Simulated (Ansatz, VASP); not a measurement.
## One calculation of ZrTa3Nb, two programs

INCAR

```
SYSTEM = ZrTa3Nb
PREC     = Accurate       ! precision mode
ENCUT    = 600            ! plane-wave cutoff, eV
EDIFF    = 1E-6           ! SCF threshold, eV
ISMEAR   = 0              ! smearing method
SIGMA    = 0.1            ! smearing width, eV
LREAL    = .False.        ! projectors in reciprocal space
LASPH    = .True.         ! aspherical terms in the spheres
NELM     = 100            ! most SCF steps
ALGO     = Fast           ! electronic algorithm
ISIF     = 3              ! what is computed and relaxed
LWAVE    = .False.        ! write WAVECAR
LCHARG   = .False.        ! write CHGCAR
GGA      = PE             ! functional
IBRION   = 2              ! ionic algorithm
NSW      = 90             ! ionic steps
EDIFFG   = -0.04          ! ionic threshold
```

Contents of KPOINTS:

```
regular mesh
0
Gamma
  4 4 4
  0 0 0
```

POSCAR

```
ZrTa3Nb
1.0
    4.2701804910      0.0000000000      0.0000000000
    0.0000000000      4.2701804910      0.0000000000
    0.0000000000      0.0000000000      4.2701804910
Zr Ta Nb
1 3 1
Direct
    0.5000000000      0.5000000000      0.5000000000
    0.0000000000      0.5000000000      0.5000000000
    0.5000000000      0.0000000000      0.5000000000
    0.5000000000      0.5000000000      0.0000000000
    0.0000000000      0.0000000000      0.0000000000
```

Input for Ansatz:

```yaml
crystal:
  lattice:
    - [4.270180491, 0.0, 0.0]
    - [0.0, 4.270180491, 0.0]
    - [0.0, 0.0, 4.270180491]
  atoms:
    - { symbol: Zr, position: [0.5, 0.5, 0.5] }
    - { symbol: Ta, position: [0.0, 0.5, 0.5] }
    - { symbol: Ta, position: [0.5, 0.0, 0.5] }
    - { symbol: Ta, position: [0.5, 0.5, 0.0] }
    - { symbol: Nb, position: [0.0, 0.0, 0.0] }
basis:
  ecutwfc: 420
kpoints:
  mp_grid: { grid: [4, 4, 4] }
hamiltonian:
  xc: pbe
scf:
  occupations: { method: gaussian, width: 0.1 }
  lower_state_search: "off"
output:
  forces: true
  stress: true
  eigenvalues: true
relax:
  adjacent_minimum: "off"
  f_tol: 0.04
  max_steps: 70
  cell: { stress_tol: 0.4 }
```

Alike in both runs: task relaxation of cell and atoms; functional PBE; k mesh 4 × 4 × 4; occupations gaussian, width 0.1 eV; no spin polarisation.

```csv
,VASP,Ansatz
version,VASP 6.6.1,Ansatz 0.2.0
potentials or method,"VASP PAW PBE potentials, release 64 (Zr_sv, Ta_pv, Nb_sv), cutoff 600 eV","scalar-relativistic, plane waves, PAW"
valence electrons in the cell,58,64
```

```tsv
	VASP	Ansatz	Ansatz less VASP
gap on the k mesh at the Fermi level, each at its own relaxed structure (eV)	none	none	-
relaxed volume (Å³/atom)	22.64	22.61	-0.035
relaxed length of the cell vector where the two differ most in proportion (Å)	4.838	4.835	-0.0025
```

A gap of «none» marks a metal or a gap that the smearing closes. VASP's potentials hold 58 valence electrons a cell and Ansatz's 64, so a difference there can come from the potentials and not from the codes.

The k mesh is coarse, so the values compare programs but aren't converged. Spin-orbit coupling is off throughout. Noted on VASP's run: the volume moved by over 15 % at a fixed basis, so the end points are rough.
